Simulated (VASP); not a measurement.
Input of a VASP 6.6.1 run:

File INCAR:

```
ALGO = Normal
EDIFF = 1E-7
ENCUT = 520
GGA = PS
ISIF = 2
ISMEAR = 0
ISPIN = 2
LASPH = True
LCHARG = True
LELF = True
LMAXMIX = 4
LORBIT = 11
LREAL = False
LVHAR = True
LWAVE = False
MAGMOM = 3.79 0.36
NBANDS = 18
NELM = 150
PREC = Accurate
SIGMA = 0.15
```

Contents of KPOINTS:

```
k-points
0
Gamma
  20 20 20
```

POSCAR

```
FeO
1.0
    0.0000000000      2.1554000000      2.1554000000
    2.1554000000      0.0000000000      2.1554000000
    2.1554000000      2.1554000000      0.0000000000
Fe O
1 1
Direct
    0.0000000000      0.0000000000      0.0000000000
    0.5000000000      0.5000000000      0.5000000000
```

Potentials or basis: VASP PAW PBE potentials, release 64 (Fe, O).

Run with:

```bash
$ cat potpaw_PBE.64/Fe/POTCAR potpaw_PBE.64/O/POTCAR > POTCAR
$ mpirun -np 1 vasp_std > vasp.out
```

(1) Predict the band gap on the k mesh.

(2) Predict the pressure.

(3) Estimate the net moment.

(4) Predict the site moments.

## Answers

(1) zero (filled and empty bands overlap).

(2) -8.2 GPa.

(3) 4.00 μB per cell.

(4) Fe +3.61; O +0.30 μB.

Caveat: the cell stands under tension; the PAW data sets were made with another functional, which shifts forces and pressure a little; a cell with one magnetic atom can't hold antiferromagnetic order, which such compounds often take; semilocal functionals often make such compounds metallic where correlation or magnetic order opens a gap, which also shifts bond lengths.
